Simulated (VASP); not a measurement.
Here is a VASP 6.6.1 calculation.

File INCAR:

```
PREC     = Accurate       # precision mode
ENCUT    = 520            # plane-wave cutoff, eV
EDIFF    = 1E-6           # SCF threshold, eV
ISMEAR   = -1             # smearing method
SIGMA    = 0.06122561905347299 # smearing width, eV
LREAL    = False          # projectors in reciprocal space
LASPH    = True           # aspherical terms in the spheres
NELM     = 100            # most SCF steps
ALGO     = Normal         # electronic algorithm
ISIF     = 2              # what is computed and relaxed
LWAVE    = False          # write WAVECAR
LCHARG   = True           # write CHGCAR
GGA      = PE             # functional
LELF     = True           # ELF
LVHAR    = True         
NBANDS   = 53             # bands
```

Contents of KPOINTS:

```
Automatic mesh
0
Gamma
  11 11 11
```

The input POSCAR:

```
Zr2O3
1.0
    5.0694281053      0.0000000000      0.0000000000
    0.0000000000      5.0694281053      0.0000000000
    0.0000000000      0.0000000000      5.0694281053
Zr O
4 6
Direct
    0.2500000000      0.2500000000      0.2500000000
    0.7500000000      0.7500000000      0.2500000000
    0.7500000000      0.2500000000      0.7500000000
    0.2500000000      0.7500000000      0.7500000000
    0.5000000000      0.0000000000      0.0000000000
    0.0000000000      0.5000000000      0.0000000000
    0.0000000000      0.0000000000      0.5000000000
    0.5000000000      0.5000000000      0.0000000000
    0.5000000000      0.0000000000      0.5000000000
    0.0000000000      0.5000000000      0.5000000000
```

Potentials or basis: VASP PAW PBE potentials, release 64 (Zr_sv, O).

Run with:

```sh
$ cat potpaw_PBE.64/Zr_sv/POTCAR potpaw_PBE.64/O/POTCAR > POTCAR
$ mpirun -np 1 vasp_std > vasp.out
```

**Question.** Predict the pressure.

**Answer.** 0.2 GPa.

**Question.** What does it give for the band gap on the k mesh?

**Answer.** Zero (bands 42 and 43 overlap by 0.40 eV).
